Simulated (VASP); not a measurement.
Wanted: the native input for a VASP 6.6.1 run.

```
Task                   : single point
Functional             : PBE
Potentials or basis    : VASP PAW PBE potentials, release 64 (Ga_d, As_d)
Cutoff                 : 600 eV
k mesh                 : 8 × 8 × 8
Occupations            : fermi-dirac, width 0.02 eV
Spin                   : no spin polarisation
Dipole correction      : no
Second run             : valence_matched
Further INCAR settings : ALGO = Normal; EDIFF = 1e-06; NBANDS = 21
```

The structure of GaAs lies in POSCAR:

```
GaAs
1.0
    0.0000000000      2.8330850955      2.7764233935
    2.8330850955      0.0000000000      2.7764233935
    2.8330850955      2.8330850955      0.0000000000
Ga As
1 1
Direct
    0.0000000000      0.0000000000      0.0000000000
    0.2500000000      0.2500000000      0.2500000000
```

This cell differs from its parent crystal: uniaxial z strain -2.0%.

One way to write it, as run:

INCAR

```
PREC = Accurate
ENCUT = 600
EDIFF = 1E-6
ISMEAR = -1
SIGMA = 0.02
LREAL = False
LASPH = True
NELM = 120
ALGO = Normal
ISIF = 2
LWAVE = False
LCHARG = True
GGA = PE
LELF = True
LVHAR = True
NBANDS = 21
GGA_COMPAT = False
```

KPOINTS

```
regular mesh
0
Gamma
  8 8 8
```

Potentials or basis: VASP PAW PBE potentials, release 64 (Ga_d, As_d).

Run with:

```bash
$ cat potpaw_PBE.64/Ga_d/POTCAR potpaw_PBE.64/As_d/POTCAR > POTCAR
$ mpirun -np 1 vasp_std > vasp.out
```

It gave:

The pressure is 4.2 GPa and the band gap on the k mesh is 0.54 eV, direct.

Caveat: the cell differs from its parent crystal (uniaxial z strain -2.0%).

Run time: 32 s on 1 thread of Intel(R) Xeon(R) Platinum 8559C (Emerald Rapids), with other jobs on the host, peak memory 0.21 GiB.
